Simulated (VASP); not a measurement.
# Si (P-1) in VASP: relaxation of cell and atoms with r2SCAN

Aim: the relaxation of cell and atoms of Si with r2SCAN.

Program: VASP 6.6.1. These are calculated values, not measurements. Logs are shortened: lines on timing, memory, paths and dates and some standing lists are left out, and cuts for length are marked.

## (1) The cell of the first run

The typed cell holds 2 atoms: a = 2.629 Å, b = 2.629 Å, c = 4.988 Å, α = 90.00°, β = 90.00°, γ = 120.00°.

## (2) Relaxation of cell and atoms, r2SCAN

File POSCAR:

```
Si
1.0
    2.6290009029      0.0000000000      0.0000000000
   -1.3145004515      2.2767815685      0.0000000000
    0.0000000000      0.0000000000      4.9875981450
Si
2
Direct
    0.0125983972      0.0009992893      0.0009017856
   -0.0125983972     -0.0009992893      0.4990982144
```

File INCAR.step1:

```
ALGO = Normal
EDIFF = 1E-5
EDIFFG = -0.005
ENCUT = 550
GGA = PE
GGA_COMPAT = F
IBRION = 2
ISIF = 3
ISMEAR = 0
LASPH = T
LCHARG = F
LREAL = F
LWAVE = T
NELM = 120
NELMIN = 4
NSW = 100
PREC = Accurate
SIGMA = 0.15
```

File INCAR.step2:

```
ALGO = Normal
EDIFF = 1E-7
EDIFFG = -0.01
ENCUT = 550
GGA_COMPAT = F
IBRION = 2
ISIF = 3
ISMEAR = 0
ISTART = 1
LASPH = T
LCHARG = F
LMIXTAU = T
LREAL = F
LWAVE = F
METAGGA = R2SCAN
NELM = 120
NELMIN = 4
NSW = 100
PREC = Accurate
SIGMA = 0.15
```

File KPOINTS:

```
k-points
0
Gamma
  12 12 8
```

Potentials or basis: VASP PAW PBE potentials, release 64 (Si).

The run is started by

```console
$ cat potpaw_PBE.64/Si/POTCAR > POTCAR
$ cp INCAR.step1 INCAR
$ mpirun -np 1 vasp_std > vasp.out
$ cp INCAR.step2 INCAR
$ mpirun -np 1 vasp_std > vasp.out
```

OUTCAR:

```text
EDIFF = 1E-7
   EDIFFG = -0.01
   ENCUT = 550
   IBRION = 2
   ISIF = 3
   ISMEAR = 0
   ISTART = 1
   LASPH = T
   LREAL = F
   METAGGA = R2SCAN
   NELM = 120
   NELMIN = 4
   NSW = 100
   PREC = Accurate

 ion  position               nearest neighbor table
   1  0.013  0.001  0.001-   2 2.49   2 2.50
   2  0.987  0.999  0.499-   1 2.49   1 2.50

  LATTYP: Found a hexagonal cell.
 ALAT       =     2.6290009029
 C/A-ratio  =     1.8971458471

  Lattice vectors:

 A1 = (   2.6290009029,   0.0000000000,   0.0000000000)
 A2 = (  -1.3145004515,   2.2767815685,   0.0000000000)
 A3 = (   0.0000000000,   0.0000000000,   4.9875981450)

Analysis of symmetry for initial positions (statically):
=====================================================================
 Subroutine PRICEL returns:
 Original cell was already a primitive cell.

 Routine SETGRP: Setting up the symmetry group for a
 hexagonal supercell.

 Subroutine GETGRP returns: Found  2 space group operations
 (whereof  1 operations were pure point group operations)
 out of a pool of 24 trial point group operations.

The static configuration has the point symmetry C_1 .
 The point group associated with its full space group is S_2 .

Analysis of symmetry for dynamics (positions and initial velocities):
=====================================================================
 Subroutine PRICEL returns:
 Original cell was already a primitive cell.

 Routine SETGRP: Setting up the symmetry group for a
 hexagonal supercell.

 Subroutine GETGRP returns: Found  2 space group operations
 (whereof  1 operations were pure point group operations)
 out of a pool of 24 trial point group operations.

The dynamic configuration has the point symmetry C_1 .
 The point group associated with its full space group is S_2 .

 Subroutine INISYM returns: Found  2 space group operations
 (whereof  1 operations are pure point group operations),
 and found     1 'primitive' translations

----------------------------------------------------------------------------------------

                                     Primitive cell

  volume of cell :      29.8541

  direct lattice vectors                    reciprocal lattice vectors
     2.629000903  0.000000000  0.000000000     0.380372635  0.219608243  0.000000000
    -1.314500452  2.276781569  0.000000000     0.000000000  0.439216486  0.000000000
     0.000000000  0.000000000  4.987598145     0.000000000  0.000000000  0.200497308

  length of vectors
     2.629000903  2.629000903  4.987598145     0.439216486  0.439216486  0.200497308

  position of ions in fractional coordinates (direct lattice)
     0.012598397  0.000999289  0.000901786
     0.987401603  0.999000711  0.499098214

  ion indices of the primitive-cell ions
   primitive index   ion index
                 1           1
                 2           2

----------------------------------------------------------------------------------------

 KPOINTS: k-points

Automatic generation of k-mesh.
 Grid dimensions read from file:
 generate k-points for:   12   12    8

 Generating k-lattice:

  Cartesian coordinates                     Fractional coordinates (reciprocal lattice)
     0.031697720  0.018300687  0.000000000     0.083333333  0.000000000  0.000000000
     0.000000000  0.036601374  0.000000000     0.000000000  0.083333333  0.000000000
     0.000000000  0.000000000  0.025062163     0.000000000  0.000000000  0.125000000

  Length of vectors
     0.036601374  0.036601374  0.025062163

  Shift w.r.t. Gamma in fractional coordinates (k-lattice)
     0.000000000  0.000000000  0.000000000

 Subroutine IBZKPT returns following result:
 ===========================================

 Found    580 irreducible k-points:

 Following reciprocal coordinates:
            Coordinates               Weight
  0.000000  0.000000  0.000000      1.000000
  0.083333 -0.000000  0.000000      2.000000
  0.000000  0.083333  0.000000      2.000000
 -0.083333  0.083333  0.000000      2.000000
  0.166667 -0.000000  0.000000      2.000000
  0.000000  0.166667  0.000000      2.000000
[... 16 lines left out ...]
  0.166667  0.083333  0.000000      2.000000
 -0.083333  0.250000  0.000000      2.000000
 [... further k-points ...]
   k-points           NKPTS =    580   k-points in BZ     NKDIM =    580   number of bands    NBANDS=      8
   number of dos      NEDOS =    301   number of ions     NIONS =      2
   total plane-waves  NPLWV =  16000
   dimension x,y,z NGX =    20 NGY =   20 NGZ =   40
   dimension x,y,z NGXF=    40 NGYF=   40 NGZF=   80
   ions per type =               2
   NGX,Y,Z   is equivalent  to a cutoff of  12.65, 12.65, 13.33 a.u.
   NGXF,Y,Z  is equivalent  to a cutoff of  25.29, 25.29, 26.67 a.u.
 SYSTEM =  unknown system
   PREC   = accura    normal or accurate (medium, high low for compatibility)
   ISTART =      1    job   : 0-new  1-cont  2-samecut
   ICHARG =      0    charge: 1-file 2-atom 10-const
   ISPIN  =      1    spin polarized calculation?
   LNONCOLLINEAR =      F non collinear calculations
   LSORBIT =      F    spin-orbit coupling
   LASPH  =      T    aspherical Exc in radial PAW
   ENCUT  =  550.0 eV  40.42 Ry    6.36 a.u.   5.03  5.03  9.54*2*pi/ulx,y,z
   NELM   =    120;   NELMIN=  4; NELMDL=  0     # of ELM steps
   EDIFF  = 0.1E-06   stopping-criterion for ELM
   LREAL  =      F    real-space projection
   EDIFFG = -.1E-01   stopping-criterion for IOM
   NSW    =    100    number of steps for IOM
   IBRION =      2    ionic relax: 0-MD 1-quasi-New 2-CG
   NFREE  =      1    steps in history (QN), initial steepest desc. (CG)
   ISIF   =      3    stress and relaxation
   ISYM   =      2    0-nonsym 1-usesym 2-fastsym
   POTIM  = 0.5000    time-step for ionic-motion
   TEBEG  =    0.0;   TEEND  =   0.0 temperature during run
   PSTRESS=    0.0 pullay stress
   NELECT =       8.0000    total number of electrons
   NUPDOWN=      -1.0000    fix difference up-down
   EMIN   =  10.00;   EMAX   =-10.00  energy-range for DOS
   EFERMI =   0.00;   METHOD = LEGACY
   ISMEAR =     0;   SIGMA  =   0.15  broadening in eV -4-tet -1-fermi 0-gaus
   EFERMI_NEDOS =   21; number of points for ismear=-14 and -15
   IALGO  =     38    algorithm
   IMIX   =      4    mixing-type and parameters
     AMIX     =   0.40;   BMIX     =  1.00
     AMIX_MAG =   1.60;   BMIX_MAG =  1.00
  volume/ion in A,a.u.               =      14.93       100.73
  Fermi-wavevector in a.u.,A,eV,Ry     =   1.055448  1.994508 15.156498  1.113971
  Thomas-Fermi vector in A             =   2.190647
   LORBIT       =      0    0 simple, 1 ext, 2 COOP (PROOUT), +10 PAW based schemes
   METAGGA = R2SCAN    functional components
   LHFCALC =     F    Hartree Fock is set to
   AEXX    =    0.0000 exact exchange contribution
   IVDW    =     0    specifies the selected vdW correction
   LEPSILON=     F    determine dielectric tensor
   LRPA    =     F    only Hartree local field effects (RPA)
 conjugate gradient relaxation of ions
 non-spin polarized calculation
 Gauss-broadening in eV      SIGMA  =   0.15
  energy-cutoff  :      550.00
  volume of cell :       29.85
 maximum number of plane-waves:       900
   NGX =  9   NGY =  9   NGZ = 19

--------------------------------------- Ionic step        1  -------------------------------------------

 number of electron       8.0000000 magnetization

 Free energy of the ion-electron system (eV)
  ---------------------------------------------------
  ext. energy  EPLUGINS =         0.00000000
  ---------------------------------------------------
  free energy    TOTEN  =       -16.65553198 eV

  energy without entropy =      -16.64673649  energy(sigma->0) =      -16.65113423

------------------------ aborting loop because EDIFF is reached ----------------------------------------

  FORCE on cell =-STRESS in cart. coord.  units (eV):
  Direction    XX          YY          ZZ          XY          YZ          ZX
  --------------------------------------------------------------------------------------
  -------------------------------------------------------------------------------------
  Total       -0.0663301     -0.0625815      0.0976630     -0.0002894     -0.0001511     -0.0021218
  in kB       -3.5597376     -3.3585601      5.2412789     -0.0155293     -0.0081074     -0.1138696
  external PRESSURE =      -0.5590062 kB  Pullay stress =       0.0000000 kB
[... 237 lines left out ...]
  energy  without entropy=      -16.6498383298  energy(sigma->0) =      -16.65404830

--------------------------------------- Ionic step        8  -------------------------------------------

 number of electron       8.0000000 magnetization

 Free energy of the ion-electron system (eV)
  ---------------------------------------------------
  ext. energy  EPLUGINS =         0.00000000
  ---------------------------------------------------
  free energy    TOTEN  =       -16.65838203 eV

  energy without entropy =      -16.65005773  energy(sigma->0) =      -16.65421988

 E-fermi :   9.5031     XC(G=0): -11.5923

 val. band max:        9.4537056724   @ k =   0.4167  -0.0000   0.0000
 cond. band min:       9.6320554521   @ k =  -0.3333   0.2500   0.3750
 fundamental gap:      0.1783497797
 Fermi energy:         9.5030935975

 k-point     1 :       0.0000    0.0000    0.0000
  band No.  band energies     occupation
      1      -5.2715      2.00000
      2      -0.3576      2.00000
      3       2.0232      2.00000
      4      17.2509      0.00000
      5      17.4505      0.00000
      6      20.6228      0.00000
      7      20.6236      0.00000
      8      22.5805      0.00000
[... 243 lines left out ...]
 k-point    24 :      -0.0833    0.2500    0.0000
  band No.  band energies     occupation
      1      -3.8360      2.00000
      2       1.0640      2.00000
      3       3.3417      2.00000
      4      12.3548      0.00000
      5      14.8318      0.00000
      6      17.0663      0.00000
      7      18.6709      0.00000
      8      19.2190      0.00000

 [... further k-points ...]

------------------------ aborting loop because EDIFF is reached ----------------------------------------

  FORCE on cell =-STRESS in cart. coord.  units (eV):
  Direction    XX          YY          ZZ          XY          YZ          ZX
  --------------------------------------------------------------------------------------
  -------------------------------------------------------------------------------------
  Total        0.0157222      0.0150702      0.0067755      0.0000554     -0.0000924     -0.0012926
  in kB        0.8450029      0.8099601      0.3641578      0.0029750     -0.0049644     -0.0694737
  external PRESSURE =       0.6730403 kB  Pullay stress =       0.0000000 kB
[... 17 lines left out ...]
  FREE ENERGIE OF THE ION-ELECTRON SYSTEM (eV)
  ---------------------------------------------------
  free  energy   TOTEN  =       -16.6583820307 eV

  energy  without entropy=      -16.6500577324  energy(sigma->0) =      -16.65421988

 reached required accuracy - stopping structural energy minimisation
```

Run time: 34 min. Hardware: 1 thread of AMD EPYC 9755, shared host; peak memory 0.21 GiB.

Results:

- Free energy: -16.6584 eV
- Relaxed volume: 14.91 Å³/atom
- Relaxed cell: a = 2.625 Å, b = 2.625 Å, c = 4.997 Å, α = 90.00°, β = 90.00°, γ = 120.00°
- Space group after relaxing (to 0.1 Å): P6/mmm (No. 191)
- Energy gained by relaxing: 1.4 meV/atom
- Ionic steps: 8
- Pressure after relaxing: 0.1 GPa
- Largest force after relaxing: 0.006 eV/Å
- Band gap on the k mesh: zero (bands 4 and 5 overlap by 11.17 eV)

Forces in eV/Å, atoms in the order of the input:
```
Si   0.002  0.000 -0.006
Si  -0.002  0.000  0.006
```

The path:
```csv
step,energy change (eV),largest force (eV/Å),pressure (GPa),volume (Å³)
1,0.0000,0.0977,-0.06,29.85
2,-0.0009,0.0700,-0.03,29.83
3,-0.0011,0.0625,-0.01,29.82
4,-0.0018,0.0562,0.10,29.80
5,-0.0021,0.0688,0.25,29.77
6,-0.0026,0.0412,-0.08,29.85
7,-0.0027,0.0229,-0.30,29.91
8,-0.0029,0.0063,0.07,29.81
```

Final structure:
```
CELL_PARAMETERS angstrom
2.62458 -0.00001 0.00011
-1.31229 2.27302 -0.00005
0.00022 0.00002 4.99693
ATOMIC_POSITIONS crystal
Si 0.99967 0.99997 0.00009
Si 0.00033 0.00003 0.49991
```

Caveat: the PAW data sets were made with another functional, which shifts forces and pressure a little.

The gap in the log of VASP goes by the Fermi energy; the results here count the filled bands.